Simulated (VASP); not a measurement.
Runs of VASP 6.6.1 on Zn. The structure is that of space group P6_3/mmc (No. 194), or close to it. The cells are those of the table. 

| task | cell | gap on the mesh (eV) | pressure (GPa) |
| --- | --- | --- | --- |
| single point | a = 2.638, b = 2.638, c = 4.947 Å, angles 90.0, 90.0, 120.0°, 2 atoms | none | -3.5 |
| electric field gradients | a = 2.674, b = 2.674, c = 4.963 Å, angles 90.0, 90.0, 120.0°, 2 atoms | none | -5.8 |
| electric field gradients | a = 2.656, b = 2.656, c = 4.930 Å, angles 90.0, 90.0, 120.0°, 2 atoms | none | -4.5 |
| single point | a = 2.665, b = 2.653, c = 4.947 Å, angles 89.8, 89.4, 119.6°, 2 atoms | none | -5.1 |
| single point | a = 2.629, b = 2.629, c = 4.880 Å, angles 90.0, 90.0, 120.0°, 2 atoms | none | -2.2 |
| electric field gradients | a = 2.629, b = 2.629, c = 4.880 Å, angles 90.0, 90.0, 120.0°, 2 atoms | none | -2.2 |
| electric field gradients | a = 2.665, b = 2.665, c = 5.046 Å, angles 90.0, 90.0, 120.0°, 2 atoms | none | -5.9 |
| electric field gradients | a = 2.647, b = 2.647, c = 4.913 Å, angles 90.0, 90.0, 120.0°, 2 atoms | none | (a) |
| single point | a = 2.717, b = 2.717, c = 5.044 Å, angles 90.0, 90.0, 120.0°, 2 atoms | none | -8.3 |
| single point | a = 2.656, b = 2.656, c = 4.930 Å, angles 90.0, 90.0, 120.0°, 2 atoms | none | -4.5 |
| single point | a = 2.665, b = 2.665, c = 5.046 Å, angles 90.0, 90.0, 120.0°, 2 atoms | none | -5.9 |
| electric field gradients | a = 2.717, b = 2.717, c = 5.044 Å, angles 90.0, 90.0, 120.0°, 2 atoms | none | -8.3 |

Alike in all rows: level PBEsol; potentials or basis VASP PAW PBE potentials, release 64 (Zn); no spin polarisation; k mesh 16 × 16 × 8; cutoff (eV) 520; smearing fermi-dirac 0.03 eV.

Problem. Fill in the values left out.

Solution. (a) -3.8.

Caveats: the PAW data sets were made with another functional, which shifts forces and pressure a little.

A gap of «none» marks levels without a gap at the run's occupations.
